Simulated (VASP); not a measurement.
HfO2:

```
Hf O
1.0
     0.00000    2.46924    2.55254
     2.46924    0.00000    2.55254
     2.46924    2.46924    0.00000
Hf O
1 2
Direct
  0.00000 0.00000 0.00000
  0.25000 0.25000 0.25000
  0.75000 0.75000 0.75000
```

This cell differs from its parent crystal: epitaxial xy strain -2.4%.

Base run:

| Quantity | Value |
| --- | --- |
| Program | VASP 6.6.1 |
| Functional | PBE |
| Potentials or basis | VASP PAW PBE potentials, release 64 (Hf_pv, O) |
| Cutoff | 520 eV |
| k mesh | 8 × 8 × 8 |
| Occupations | fermi-dirac, width 0.02 eV |
| Spin | no spin polarisation |

Its results: band gap on the k mesh 3.60 eV (least direct gap 3.74 eV); pressure 13.2 GPa.

The run is repeated on the same cell with these changes: functional from PBE to r2SCAN; occupations from fermi-dirac, width 0.02 eV to gaussian, width 0.01 eV. What comes out?

Band gap on the k mesh 4.14 eV (least direct gap 4.23 eV); pressure 7.1 GPa.

Caveats: the cell stands under pressure; spin-orbit coupling is left out, which moves the levels of the heavy elements; the PAW data sets were made with another functional, which shifts forces and pressure a little (at least some runs).

A k mesh can miss the band edges.
